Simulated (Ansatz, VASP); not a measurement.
One calculation of Hf3N4, two programs

Contents of INCAR:

```
SYSTEM = Hf3N4
  ALGO = Normal
  EDIFF = 1E-7
  EDIFFG = -0.01
  ENCUT = 600
  GGA = CA
  GGA_COMPAT = .FALSE.
  IBRION = 2
  ISIF = 3
  ISMEAR = -1
  LASPH = .TRUE.
  LCHARG = .FALSE.
  LREAL = .FALSE.
  LWAVE = .FALSE.
  NELM = 120
  NELMIN = 4
  NSW = 80
  PREC = Accurate
  SIGMA = 0.02
```

File KPOINTS:

```
k-points
0
G
  6 6 6
  0 0 0
```

Contents of POSCAR:

```
Hf3N4
1.0
   -3.3505000000      3.3505000000      3.3505000000
    3.3505000000     -3.3505000000      3.3505000000
    3.3505000000      3.3505000000     -3.3505000000
Hf N
6 8
Direct
    0.2500000000      0.6250000000      0.3750000000
    0.3750000000      0.2500000000      0.6250000000
    0.7500000000      0.8750000000      0.1250000000
    0.1250000000      0.7500000000      0.8750000000
    0.6250000000      0.3750000000      0.2500000000
    0.8750000000      0.1250000000      0.7500000000
    0.1260000000      0.1260000000      0.1260000000
    0.8740000000      0.5000000000      0.0000000000
    0.5000000000      0.0000000000      0.3740000000
    0.0000000000      0.8740000000      0.5000000000
    0.3740000000      0.5000000000      0.0000000000
    0.6260000000      0.6260000000      0.6260000000
    0.0000000000      0.3740000000      0.5000000000
    0.5000000000      0.0000000000      0.8740000000
```

Input for Ansatz:

```yaml
crystal:
  lattice:
    - [-3.3505, 3.3505, 3.3505]
    - [3.3505, -3.3505, 3.3505]
    - [3.3505, 3.3505, -3.3505]
  atoms:
    - { symbol: Hf, position: [0.25, 0.625, 0.375] }
    - { symbol: Hf, position: [0.375, 0.25, 0.625] }
    - { symbol: Hf, position: [0.75, 0.875, 0.125] }
    - { symbol: Hf, position: [0.125, 0.75, 0.875] }
    - { symbol: Hf, position: [0.625, 0.375, 0.25] }
    - { symbol: Hf, position: [0.875, 0.125, 0.75] }
    - { symbol: "N", position: [0.126, 0.126, 0.126] }
    - { symbol: "N", position: [0.874, 0.5, 0.0] }
    - { symbol: "N", position: [0.5, 0.0, 0.374] }
    - { symbol: "N", position: [0.0, 0.874, 0.5] }
    - { symbol: "N", position: [0.374, 0.5, 0.0] }
    - { symbol: "N", position: [0.626, 0.626, 0.626] }
    - { symbol: "N", position: [0.0, 0.374, 0.5] }
    - { symbol: "N", position: [0.5, 0.0, 0.874] }
  symmetry: { tolerance: 0.0003 }
hamiltonian:
  xc: lda
  pseudopotentials: { kind: paw, azcp: { folder: soft_1 } }
basis:
  ecutwfc: 420
magnetization:
  spin_polarized: false
scf:
  occupations: { method: fermi_dirac, width: 0.02 }
kpoints:
  mp_grid: { grid: [6, 6, 6], shift: [0, 0, 0] }
output:
  forces: true
  stress: true
  eigenvalues: true
relax:
  max_steps: 60
  cell: {}
```

Alike in both runs: task relaxation of cell and atoms; functional LDA; k mesh 6 × 6 × 6; occupations fermi-dirac, width 0.02 eV; no spin polarisation.

```csv
,VASP,Ansatz
version,VASP 6.6.1,Ansatz 0.2.0
potentials or method,"VASP PAW LDA potentials, release 64 (Hf_pv, N), cutoff 600 eV",PAW plane waves
valence electrons in the cell,100,196
```

```tsv
	VASP	Ansatz	Ansatz less VASP
gap on the k mesh at the Fermi level, each at its own relaxed structure (eV)	1.02	1.01	-0.007
relaxed volume (Å³/atom)	10.19	10.25	+0.068
relaxed cell length with the largest relative difference (Å)	5.701	5.713	+0.0127
```

Ansatz warns that its potentials were made for another functional, while VASP's fit it. LDA's correlation is that of Perdew and Zunger in VASP and of Perdew and Wang (1992) in Ansatz. VASP's potentials hold 100 valence electrons a cell and Ansatz's 196, so a difference there can come from the potentials and not from the codes.

Neither program's run includes spin-orbit coupling.
